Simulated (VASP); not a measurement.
Set up this calculation in VASP 6.6.1, as the native input.

- Task: single point
- Functional: PBE
- Potentials or basis: VASP PAW PBE potentials, release 64 (W_sv, S)
- Cutoff: 520 eV
- k mesh: 6 × 6 × 2
- Occupations: gaussian, width 0.1 eV
- Spin: no spin polarisation
- Dipole correction: no
- Further INCAR settings: ALGO = Normal; EDIFF = 1e-06; NBANDS = 35

The structure of WS2 lies in POSCAR:

```
WS2
1.0
    3.1872410904      0.0267726907     -0.0001540638
    1.5708763152      2.7734937367      0.0009615284
    0.3553177369      0.4750663320     14.8920142531
W S
2 4
Direct
    0.5899079561      0.0491804959      0.7518146158
    0.4100920439      0.9508195041      0.2481853842
    0.9262883540      0.4011208372      0.6463021327
    0.0792079860      0.6353842189      0.1426744277
    0.0737116460      0.5988791628      0.3536978673
    0.9207920140      0.3646157811      0.8573255723
```

The input as run:

INCAR

```
SYSTEM = WS2
PREC     = Accurate       ! precision mode
ENCUT    = 520            ! plane-wave cutoff, eV
EDIFF    = 1E-6           ! SCF threshold, eV
ISMEAR   = 0              ! smearing method
SIGMA    = 0.1            ! smearing width, eV
LREAL    = .FALSE.        ! projectors in reciprocal space
LASPH    = .TRUE.         ! aspherical terms in the spheres
NELM     = 60             ! most SCF steps
ALGO     = Normal         ! electronic algorithm
ISIF     = 2              ! what is computed and relaxed
LWAVE    = .FALSE.        ! write WAVECAR
LCHARG   = .FALSE.        ! write CHGCAR
GGA      = PE             ! functional
NBANDS   = 35             ! bands
```

KPOINTS

```
regular mesh
0
G
  6 6 2
  0 0 0
```

Potentials or basis: VASP PAW PBE potentials, release 64 (W_sv, S).

The run is started by

```console
$ cat potpaw_PBE.64/W_sv/POTCAR potpaw_PBE.64/S/POTCAR > POTCAR
$ mpirun -np 1 vasp_std > vasp.out
```

It gave:

| Property | Result |
| --- | --- |
| Pressure | 0.0 GPa |
| Largest force | 0.037 eV/Å |
| Band gap on the k mesh | 1.64 eV, indirect (least direct gap 1.81 eV) |

Caveat: spin-orbit coupling is left out, which moves the levels of the heavy elements.

Run time: 79 s on 1 thread of Intel(R) Xeon(R) 6975P-C (Granite Rapids), with other jobs on the host, peak memory 0.32 GiB.
